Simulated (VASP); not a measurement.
Input of a VASP 6.6.1 run:

The input INCAR:

```
PREC     = Accurate       # precision mode
ENCUT    = 600            # plane-wave cutoff, eV
EDIFF    = 1E-6           # SCF threshold, eV
ISMEAR   = -1             # smearing method
SIGMA    = 0.02           # smearing width, eV
LREAL    = F              # projectors in reciprocal space
LASPH    = T              # aspherical terms in the spheres
NELM     = 120            # most SCF steps
ALGO     = Normal         # electronic algorithm
ISIF     = 2              # what is computed and relaxed
LWAVE    = F              # write WAVECAR
LCHARG   = F              # write CHGCAR
GGA      = PE             # functional
NBANDS   = 12             # bands
GGA_COMPAT= F
```

Contents of KPOINTS:

```
Automatic mesh
0
Gamma
  11 11 11
```

POSCAR

```
Cu
1.0
   -1.4331164868      1.4331164868      1.3668641512
    1.4331164868     -1.4331164868      1.3668641512
    1.4331164868      1.4331164868     -1.3668641512
Cu
1
Direct
    0.0000000000      0.0000000000      0.0000000000
```

Potentials or basis: VASP PAW PBE potentials, release 64 (Cu).

The run is started by

```bash
$ cat potpaw_PBE.64/Cu/POTCAR > POTCAR
$ mpirun -np 1 vasp_std > vasp.out
```

Q: What does it give for the band gap on the k mesh?

A: Zero (an odd number of electrons rules out a gap without spin polarisation).

Q: What does it give for the pressure?

A: 11.8 GPa.

Stress tensor (GPa, compression positive):
```
12.04  0.00  0.00
 0.00 12.04  0.00
 0.00  0.00 11.40
```

Caveat: the cell stands under pressure.
